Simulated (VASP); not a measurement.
Input of a VASP 6.6.1 run:

The input POSCAR:

```
CuO
1.0
    2.3418500000     -1.7113000000      0.0000000000
    2.3418500000      1.7113000000      0.0000000000
   -0.8500274268      0.0000000000      5.0578693947
Cu O
2 2
Direct
    0.5000000000      0.0000000000      0.5000000000
    0.0000000000      0.5000000000      0.0000000000
    0.4184000000      0.5816000000      0.7500000000
    0.5816000000      0.4184000000      0.2500000000
```

Contents of INCAR.step1:

```
SYSTEM = CuO
PREC     = Accurate       ! precision mode
ENCUT    = 520            ! plane-wave cutoff, eV
ISMEAR   = -1             ! smearing method
SIGMA    = 0.05           ! smearing width, eV
LREAL    = .False.        ! projectors in reciprocal space
LASPH    = .True.         ! aspherical terms in the spheres
NELM     = 150            ! most SCF steps
LMAXMIX  = 4              ! l up to which the mixer works
LDAU     = .True.         ! DFT+U
LDAUTYPE = 2            
LDAUL    = 2 -1           ! shell
LDAUU    = 5.3 0          ! U, eV
LDAUJ    = 0 0          
NBANDS   = 25             ! bands
GGA      = PE             ! functional
ALGO     = Normal         ! electronic algorithm
EDIFF    = 1E-4           ! SCF threshold, eV
LWAVE    = .True.         ! write WAVECAR
LCHARG   = .False.        ! write CHGCAR
```

Contents of INCAR.step2:

```
SYSTEM = CuO
PREC     = Accurate       ! precision mode
ENCUT    = 520            ! plane-wave cutoff, eV
EDIFF    = 1E-6           ! SCF threshold, eV
ISMEAR   = -1             ! smearing method
SIGMA    = 0.05           ! smearing width, eV
LREAL    = .False.        ! projectors in reciprocal space
LASPH    = .True.         ! aspherical terms in the spheres
NELM     = 150            ! most SCF steps
ALGO     = Normal         ! electronic algorithm
ISIF     = 2              ! what is computed and relaxed
LWAVE    = .False.        ! write WAVECAR
LCHARG   = .True.         ! write CHGCAR
LMAXMIX  = 4              ! l up to which the mixer works
LDAU     = .True.         ! DFT+U
LDAUTYPE = 2            
LDAUL    = 2 -1           ! shell
LDAUU    = 5.3 0          ! U, eV
LDAUJ    = 0 0          
LDAUPRINT= 1            
METAGGA  = R2SCAN         ! meta-GGA
LMIXTAU  = .True.       
LELF     = .True.         ! ELF
LVHAR    = .True.       
NBANDS   = 25             ! bands
ISTART   = 1
```

Contents of KPOINTS:

```
regular mesh
0
Gamma
  10 10 5
  0 0 0
```

Potentials or basis: VASP PAW PBE potentials, release 64 (Cu, O).

Launch:

```console
$ cat potpaw_PBE.64/Cu/POTCAR potpaw_PBE.64/O/POTCAR > POTCAR
$ cp INCAR.step1 INCAR
$ mpirun -np 1 vasp_std > vasp.out
$ cp INCAR.step2 INCAR
$ mpirun -np 1 vasp_std > vasp.out
```

(1) Predict the pressure.

(2) Estimate the band gap on the k mesh.

(3) Estimate the largest force.

Results:

(1) -4.3 GPa.

(2) zero (bands 17 and 18 overlap by 0.61 eV).

(3) 0.186 eV/Å.

Caveat: the cell stands under tension; the PAW data sets were made with another functional, which shifts forces and pressure a little; U without spin polarisation on a metal has little footing.
